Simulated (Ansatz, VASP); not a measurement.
## One calculation of Al2BN3, two programs

The input INCAR:

```
ALGO = Normal
EDIFF = 1E-6
ENCUT = 520
GGA = PE
ISIF = 2
ISMEAR = 0
LASPH = True
LCHARG = False
LREAL = False
LWAVE = False
NBANDS = 21
NELM = 100
PREC = Accurate
SIGMA = 0.1
```

KPOINTS

```
k-points
0
Gamma
  6 6 4
```

POSCAR

```
Al2BN3
1.0
    3.7285408700      0.0000000000      0.0000000000
    0.0000000000      3.7285408700      0.0000000000
    0.0000000000      0.0000000000      6.1509970000
Al B N
2 1 3
Direct
    0.5000000000      0.5000000000      0.2013122200
    0.5000000000      0.5000000000      0.7986877800
    0.0000000000      0.0000000000      0.0000000000
    0.5000000000      0.5000000000      0.5000000000
    0.5000000000      0.0000000000      0.5000000000
    0.0000000000      0.5000000000      0.5000000000
```

Input for Ansatz:

```yaml
crystal:
  lattice:
    - [3.72854087, 0.0, 0.0]
    - [0.0, 3.72854087, 0.0]
    - [0.0, 0.0, 6.150997]
  atoms:
    - { symbol: Al, position: [0.5, 0.5, 0.20131222] }
    - { symbol: Al, position: [0.5, 0.5, 0.79868778] }
    - { symbol: B, position: [0.0, 0.0, 0.0] }
    - { symbol: "N", position: [0.5, 0.5, 0.5] }
    - { symbol: "N", position: [0.5, 0.0, 0.5] }
    - { symbol: "N", position: [0.0, 0.5, 0.5] }
basis:
  ecutwfc: 420
kpoints:
  mp_grid: { grid: [6, 6, 4] }
hamiltonian:
  xc: pbe
scf:
  occupations: { method: gaussian, width: 0.1 }
  lower_state_search: "off"
output:
  forces: true
  stress: true
  eigenvalues: true
```

Alike in both runs: task single point; functional PBE; k mesh 6 × 6 × 4; occupations gaussian, width 0.1 eV; no spin polarisation.

|  | VASP | Ansatz |
| --- | --- | --- |
| version | VASP 6.6.1 | Ansatz 0.2.0 |
| potentials or method | VASP PAW PBE potentials, release 64 (Al, B, N), cutoff 520 eV | scalar-relativistic, plane waves, PAW |
| valence electrons in the cell | 24 | 24 |

```tsv
	VASP	Ansatz	Ansatz less VASP
gap on the k mesh at the Fermi level (eV)	none	none	-
pressure (GPa)	-12.5	-12.4	+0.07
traceless stress, the component that is largest in VASP (GPa)	2.33	2.37	+0.046
rms of the force components (eV/Å)	0.301	0.301	0.0000
```

Atom by atom the forces differ by 0.000 eV/Å (rms over components). A gap of «none» marks a metal or a gap that the smearing closes. With one functional, cell and mesh, what is left measures potentials, basis and numerics.
